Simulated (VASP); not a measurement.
Write the native input for VASP 6.6.1 that does the following.

```yaml
Task: single point
Functional: PBEsol
Potentials_or_basis: VASP PAW PBE potentials, release 64 (Ti_sv, Al)
Cutoff: 520 eV
k_mesh: 18 × 18 × 14
Occupations: gaussian, width 0.1 eV
Spin: no spin polarisation
Dipole_correction: no
Further_INCAR_settings: ALGO = Fast; EDIFF = 1e-07; NBANDS = 14
```

The structure of TiAl lies in POSCAR:

```
TiAl
1.0
    2.7946360195      0.0000000000      0.0000000000
    0.0000000000      2.7946360195      0.0000000000
    0.1818511644      0.0000000000      4.0411369870
Ti Al
1 1
Direct
    0.5000000000      0.5000000000      0.5000000000
    0.0000000000      0.0000000000      0.0000000000
```

This cell differs from its parent crystal: shear of c along a, cell held: +4.5 %.

The input as run:

INCAR

```
SYSTEM = TiAl
  ALGO = Fast
  EDIFF = 1E-7
  ENCUT = 520
  GGA = PS
  ISIF = 2
  ISMEAR = 0
  LASPH = .True.
  LCHARG = .False.
  LREAL = .False.
  LWAVE = .False.
  NBANDS = 14
  NELM = 60
  PREC = Accurate
  SIGMA = 0.1
```

KPOINTS

```
k-points
0
Gamma
  18 18 14
  0 0 0
```

Potentials or basis: VASP PAW PBE potentials, release 64 (Ti_sv, Al).

Launch:

```console
$ cat potpaw_PBE.64/Ti_sv/POTCAR potpaw_PBE.64/Al/POTCAR > POTCAR
$ mpirun -np 1 vasp_std > vasp.out
```

It gave:

```yaml
Pressure: 0.3 GPa
Band_gap_on_the_k_mesh: zero (an odd number of electrons rules out a gap without spin polarisation)
```

Caveat: the cell differs from its parent crystal (shear of c along a, cell held: +4.5 %); the PAW data sets were made with another functional, which shifts forces and pressure a little.

It took 30 min on 1 thread of AMD EPYC 7R43 64-Core Processor (Zen 3), on a shared host, peak memory 0.6 GiB.
